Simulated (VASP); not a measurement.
# HfC (Fm-3m) in VASP: settings compared, part 2 of 2

VASP 6.6.1. The steps go on from the part before.

## (3) Density of states, PBEsol+U

Contents of POSCAR:

```
HfC
1.0
    0.0000000000      2.3250000000      2.3250000000
    2.3250000000      0.0000000000      2.3250000000
    2.3250000000      2.3250000000      0.0000000000
Hf C
1 1
Direct
    0.5000000000      0.5000000000      0.5000000000
    0.0000000000      0.0000000000      0.0000000000
```

Contents of INCAR.step1:

```
SYSTEM = HfC
  ALGO = Normal
  EDIFF = 1E-7
  ENCUT = 520
  GGA = PS
  ISIF = 2
  ISMEAR = -1
  LASPH = .True.
  LCHARG = .True.
  LDAU = .True.
  LDAUJ = 0 0
  LDAUL = 2 -1
  LDAUPRINT = 1
  LDAUTYPE = 2
  LDAUU = 6 0
  LMAXMIX = 4
  LREAL = .False.
  LWAVE = .False.
  NBANDS = 14
  NELM = 150
  PREC = Accurate
  SIGMA = 0.05
```

Contents of KPOINTS.step1:

```
k-points
0
Gamma
  10 10 10
  0 0 0
```

Contents of INCAR.step2:

```
SYSTEM = HfC
  ALGO = Normal
  EDIFF = 1E-7
  ENCUT = 520
  GGA = PS
  ICHARG = 11
  ISIF = 2
  ISMEAR = -5
  LASPH = .True.
  LCHARG = .False.
  LDAU = .True.
  LDAUJ = 0 0
  LDAUL = 2 -1
  LDAUPRINT = 1
  LDAUTYPE = 2
  LDAUU = 6 0
  LMAXMIX = 4
  LORBIT = 11
  LREAL = .False.
  LWAVE = .False.
  NBANDS = 14
  NEDOS = 2001
  NELM = 150
  PREC = Accurate
  SIGMA = 0.05
```

Contents of KPOINTS.step2:

```
k-points
0
Gamma
  15 15 15
  0 0 0
```

Potentials or basis: VASP PAW PBE potentials, release 64 (Hf_pv, C).

Started as:

```
$ cat potpaw_PBE.64/Hf_pv/POTCAR potpaw_PBE.64/C/POTCAR > POTCAR
$ cp INCAR.step1 INCAR
$ cp KPOINTS.step1 KPOINTS
$ mpirun -np 1 vasp_std > vasp.out
$ cp INCAR.step2 INCAR
$ cp KPOINTS.step2 KPOINTS
$ mpirun -np 1 vasp_std > vasp.out
```

Wall time 12 s (1 thread of Intel Xeon 6975P-C (Granite Rapids), shared host); peak memory 0.16 GiB.

The run converged. Its results:

- Valence electrons inside the program's atomic spheres: Hf 8.48; C 2.42

Levels at points of the mesh, in eV from the Fermi level:
| k point | band 3 | band 4 | band 5 | band 6 | band 7 | band 8 | band 9 | band 10 | band 11 | band 12 |
| --- | --- | --- | --- | --- | --- | --- | --- | --- | --- | --- |
| (0.00, 0.00, 0.00) | -30.81 | -12.76 | 0.78 | 0.78 | 0.78 | 2.12 | 2.12 | 2.12 | 3.75 | 3.75 |

Eigenvalues of the final occupation matrices:
```csv
site,spin,trace,eigenvalues
site 1 d,1,0.73,0.10 0.10 0.10 0.22 0.22
site 1 d,2,0.73,0.10 0.10 0.10 0.22 0.22
```

Caveat: the PAW data sets were made with another functional, which shifts forces and pressure a little; spin-orbit coupling is left out, which moves the levels of the heavy elements; U without spin polarisation on a metal has little footing; the U is typed as a test and isn't derived for this compound; tetrahedron occupations give inexact forces and stress in metals.

## (4) Density of states, PBEsol+U

POSCAR is that of step 3.

Contents of INCAR.step1:

```
SYSTEM = HfC
PREC = Accurate
ENCUT = 520
EDIFF = 1E-7
ISMEAR = -1
SIGMA = 0.05
LREAL = .False.
LASPH = .True.
NELM = 150
ALGO = Normal
ISIF = 2
LWAVE = .False.
LCHARG = .True.
LMAXMIX = 4
LDAU = .True.
LDAUTYPE = 2
LDAUL = 2 -1
LDAUU = 8 0
LDAUJ = 0 0
LDAUPRINT = 1
GGA = PS
NBANDS = 14
```

Contents of KPOINTS.step1:

```
regular mesh
0
Gamma
  10 10 10
  0 0 0
```

Contents of INCAR.step2:

```
SYSTEM = HfC
PREC = Accurate
ENCUT = 520
EDIFF = 1E-7
ISMEAR = -5
SIGMA = 0.05
LREAL = .False.
LASPH = .True.
NELM = 150
ALGO = Normal
ISIF = 2
LWAVE = .False.
LCHARG = .False.
LMAXMIX = 4
LDAU = .True.
LDAUTYPE = 2
LDAUL = 2 -1
LDAUU = 8 0
LDAUJ = 0 0
LDAUPRINT = 1
GGA = PS
LORBIT = 10
NEDOS = 2001
ICHARG = 11
```

Contents of KPOINTS.step2:

```
regular mesh
0
Gamma
  15 15 15
  0 0 0
```

Potentials or basis: VASP PAW PBE potentials, release 64 (Hf_pv, C).

Started as:

```
$ cat potpaw_PBE.64/Hf_pv/POTCAR potpaw_PBE.64/C/POTCAR > POTCAR
$ cp INCAR.step1 INCAR
$ cp KPOINTS.step1 KPOINTS
$ mpirun -np 1 vasp_std > vasp.out
$ cp INCAR.step2 INCAR
$ cp KPOINTS.step2 KPOINTS
$ mpirun -np 1 vasp_std > vasp.out
```

OUTCAR:

```text
SYSTEM = HfC
   PREC = Accurate
   ENCUT = 520
   EDIFF = 1E-7
   ISMEAR = -5
   LREAL = .False.
   LASPH = .True.
   NELM = 150
   ISIF = 2
   GGA = PS
   LORBIT = 10
   ICHARG = 11

 ion  position               nearest neighbor table
   1  0.500  0.500  0.500-   2 2.33   2 2.33   2 2.33   2 2.33   2 2.33   2 2.33
   2  0.000  0.000  0.000-   1 2.33   1 2.33   1 2.33   1 2.33   1 2.33   1 2.33

  LATTYP: Found a face centered cubic cell.
 ALAT       =     4.6500000000

  Lattice vectors:

 A1 = (   0.0000000000,   2.3250000000,   2.3250000000)
 A2 = (   2.3250000000,   0.0000000000,   2.3250000000)
[... 564 lines left out ...]
  -------------------------------------------------------------------------------------
  Total        3.5980175      3.5980175      3.5980175      0.0000000     -0.0000000      0.0000000
  in kB      229.3374518    229.3374518    229.3374518      0.0000000     -0.0000000      0.0000000
  external PRESSURE =     229.3374518 kB  Pullay stress =       0.0000000 kB

 VOLUME and BASIS-vectors are now :
 -----------------------------------------------------------------------------
  energy-cutoff  :      520.00
  volume of cell :       25.14
      direct lattice vectors                 reciprocal lattice vectors
     0.000000000  2.325000000  2.325000000    -0.215053763  0.215053763  0.215053763
     2.325000000  0.000000000  2.325000000     0.215053763 -0.215053763  0.215053763
     2.325000000  2.325000000  0.000000000     0.215053763  0.215053763 -0.215053763

 POSITION                                       TOTAL-FORCE (eV/Angst)
 -----------------------------------------------------------------------------------
      2.32500      2.32500      2.32500         0.000000      0.000000      0.000000
      0.00000      0.00000      0.00000        -0.000000     -0.000000     -0.000000
 -----------------------------------------------------------------------------------
    total drift:                                0.000000     -0.000000     -0.000000

  FREE ENERGIE OF THE ION-ELECTRON SYSTEM (eV)
  ---------------------------------------------------
  free  energy   TOTEN  =       -17.0770394040 eV

  energy  without entropy=      -17.0770394040  energy(sigma->0) =      -17.07703940

 total charge

# of ion       s       p       d       tot
------------------------------------------
    1        0.354   6.741   1.350   8.444
    2        0.859   1.585   0.000   2.445
--------------------------------------------------
tot          1.213   8.326   1.350  10.889
```

OSZICAR.step1:

```text
N       E                     dE             d eps       ncg     rms          rms(c)
DAV:   1     0.267486422587E+02    0.26749E+02   -0.78448E+03  1332   0.984E+02
DAV:   2    -0.197307244865E+02   -0.46479E+02   -0.43668E+02  1708   0.203E+02
DAV:   3    -0.213449968639E+02   -0.16143E+01   -0.16095E+01  1562   0.274E+01
DAV:   4    -0.213520967908E+02   -0.70999E-02   -0.70993E-02  1574   0.223E+00
DAV:   5    -0.213521434695E+02   -0.46679E-04   -0.46679E-04  1562   0.161E-01    0.600E+01
DAV:   6    -0.171145371517E+02    0.42376E+01   -0.12112E+01  1490   0.200E+01    0.484E+01
DAV:   7    -0.170911444271E+02    0.23393E-01   -0.83155E-01  1712   0.620E+00    0.307E+01
DAV:   8    -0.170945254341E+02   -0.33810E-02   -0.20802E-01  1562   0.298E+00    0.948E+00
DAV:   9    -0.170775669450E+02    0.16958E-01   -0.60296E-02  1574   0.131E+00    0.275E+00
DAV:  10    -0.170776819146E+02   -0.11497E-03   -0.32609E-03  1720   0.406E-01    0.330E-01
DAV:  11    -0.170777360160E+02   -0.54101E-04   -0.26601E-04  1592   0.117E-01    0.140E-01
DAV:  12    -0.170777411617E+02   -0.51457E-05   -0.13114E-05  1598   0.298E-02    0.848E-02
DAV:  13    -0.170777409360E+02    0.22571E-06   -0.16386E-06  1760   0.109E-02    0.134E-02
DAV:  14    -0.170777410551E+02   -0.11912E-06   -0.54025E-08   900   0.179E-03    0.279E-03
DAV:  15    -0.170777410635E+02   -0.83569E-08   -0.17653E-08   802   0.113E-03
   1 F= -.17077741E+02 E0= -.17076883E+02  d E =-.171713E-02
```

It took 11 s on 1 thread of Intel Xeon 6975P-C (Granite Rapids), shared host; peak memory 0.16 GiB.

What came out:

```
Valence electrons inside the program's atomic spheres : Hf 8.44; C 2.44
```

Levels at points of the mesh, in eV from the Fermi level:
```
           k point  band 3  band 4  band 5  band 6  band 7  band 8  band 9  band 10  band 11
(0.00, 0.00, 0.00)  -31.26  -12.93    0.68    0.68    0.68    2.40    2.40     2.40     3.91
```

Eigenvalues of the final occupation matrices:
| site | spin | trace | eigenvalues |
| --- | --- | --- | --- |
| site 1 d | 1 | 0.69 | 0.09 0.09 0.09 0.22 0.22 |
| site 1 d | 2 | 0.69 | 0.09 0.09 0.09 0.22 0.22 |

Caveat: the PAW data sets were made with another functional, which shifts forces and pressure a little; spin-orbit coupling is left out, which moves the levels of the heavy elements; U without spin polarisation on a metal has little footing; the U is typed as a test and isn't derived for this compound; tetrahedron occupations give inexact forces and stress in metals.

## (5) Elastic constants, PBE

Contents of INCAR:

```
SYSTEM = HfC
PREC = Accurate
ENCUT = 600
EDIFF = 1E-8
ISMEAR = -1
SIGMA = 0.05
LREAL = .False.
LASPH = .True.
NELM = 100
ALGO = Normal
ISIF = 3
LWAVE = .False.
LCHARG = .False.
GGA = PE
NBANDS = 14
IBRION = 6
NFREE = 2
POTIM = 0.015
NSW = 1
```

Contents of KPOINTS:

```
Automatic mesh
0
Gamma
  7 7 7
  0 0 0
```

POSCAR is that of step 4.

Started as:

```
$ cat potpaw_PBE.64/Hf_pv/POTCAR potpaw_PBE.64/C/POTCAR > POTCAR
$ mpirun -np 1 vasp_std > vasp.out
```

Wall time 8.5 min (1 thread of Intel Xeon Platinum 8259CL at 2.50GHz (Skylake/Cascade Lake), shared host); peak memory 0.22 GiB.

Results (log left out):

```yaml
Elastic_constants_C11_C12_C44: 476, 120, 160 GPa
Voigt_bulk_modulus: 238 GPa
Highest_phonon_frequency_at_Γ_LO-TO_splitting_left_out: 445 cm⁻¹
```

Phonon frequencies in cm⁻¹ (negative: imaginary):
```csv
q point,frequencies
"(0.000, 0.000, 0.000)",0 0 0 445 445 445
```

Elastic tensor in Voigt notation (GPa, in the Cartesian axes of the cell as first typed):
```
476 120 120   0   0   0
120 476 120   0   0   0
120 120 476   0   0   0
  0   0   0 160   0   0
  0   0   0   0 160   0
  0   0   0   0   0 160
```

Clamped-ion elastic tensor (GPa):
```
476 120 120   0   0   0
120 476 120   0   0   0
120 120 476   0   0   0
  0   0   0 160   0   0
  0   0   0   0 160   0
  0   0   0   0   0 160
```

Caveat: spin-orbit coupling is left out, which moves the levels of the heavy elements.
